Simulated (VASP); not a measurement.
Write the native input for VASP 6.6.1 that does the following.

```
Task                   : single point
Functional             : PBEsol
Potentials or basis    : VASP PAW PBE potentials, release 64 (B, P)
Cutoff                 : 500 eV
k mesh                 : 12 × 12 × 12
Occupations            : gaussian, width 0.05 eV
Spin                   : no spin polarisation
Dipole correction      : no
Further INCAR settings : ALGO = Normal; EDIFF = 1e-06; NBANDS = 11
```

The structure of BP (zinc blende) lies in POSCAR:

```
BP
1.0
    0.0000000000      2.0323170526      2.0323170526
    2.0323170526      0.0000000000      2.0323170526
    2.0323170526      2.0323170526      0.0000000000
B P
1 1
Direct
    0.0000000000      0.0000000000      0.0000000000
    0.2500000000      0.2500000000      0.2500000000
```

This cell differs from its parent crystal: volume scaled by 0.72.

One way to write it, as run:

INCAR

```
SYSTEM = BP
ALGO = Normal ; EDIFF = 1E-6
ENCUT = 500 ; GGA = PS
GGA_COMPAT = .False. ; ISIF = 2
ISMEAR = 0 ; LASPH = .True.
LCHARG = .False. ; LREAL = .False.
LWAVE = .False. ; NBANDS = 11
NELM = 120 ; PREC = Accurate
SIGMA = 0.05
```

KPOINTS

```
k-points
0
Gamma
  12 12 12
  0 0 0
```

Potentials or basis: VASP PAW PBE potentials, release 64 (B, P).

The run is started by

```bash
$ cat potpaw_PBE.64/B/POTCAR potpaw_PBE.64/P/POTCAR > POTCAR
$ mpirun -np 1 vasp_std > vasp.out
```

Results of the run:

| Property | Result |
| --- | --- |
| Pressure | 97.0 GPa |
| Band gap on the k mesh | 0.52 eV, indirect (least direct gap 4.17 eV) |

Caveat: the PAW data sets were made with another functional, which shifts forces and pressure a little.

Wall time 16 s on 1 thread of Intel Xeon 8259CL, with other jobs on the host, peak memory 0.13 GiB.
